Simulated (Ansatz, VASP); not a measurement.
CaO: VASP beside Ansatz

```
Ca O
1.0
     0.00000    2.30568    2.30568
     2.30568    0.00000    2.30568
     2.30568    2.30568    0.00000
Ca O
1 1
Direct
  0.00000 0.00000 0.00000
  0.50000 0.50000 0.50000
```

Alike in both runs: task single point; functional LDA; k mesh 8 × 8 × 8; occupations gaussian, width 0.02 eV; no spin polarisation.

|  | VASP | Ansatz |
| --- | --- | --- |
| version | VASP 6.6.1 | Ansatz 0.2.0 |
| potentials or method | VASP PAW LDA potentials, release 64 (Ca_sv, O_h), cutoff 1340 eV | scalar-relativistic, plane waves, PAW |
| valence electrons in the cell | 16 | 16 |

```tsv
	VASP	Ansatz	Ansatz less VASP
gap on the k mesh at the Fermi level (eV)	3.36	3.39	+0.029
least direct gap on the mesh (eV)	3.69	3.72	+0.030
pressure (GPa)	10.3	9.1	-1.20
```

Ansatz warns that its potentials were made for another functional, while VASP's fit it. LDA's correlation is that of Perdew and Zunger in VASP and of Perdew and Wang (1992) in Ansatz.
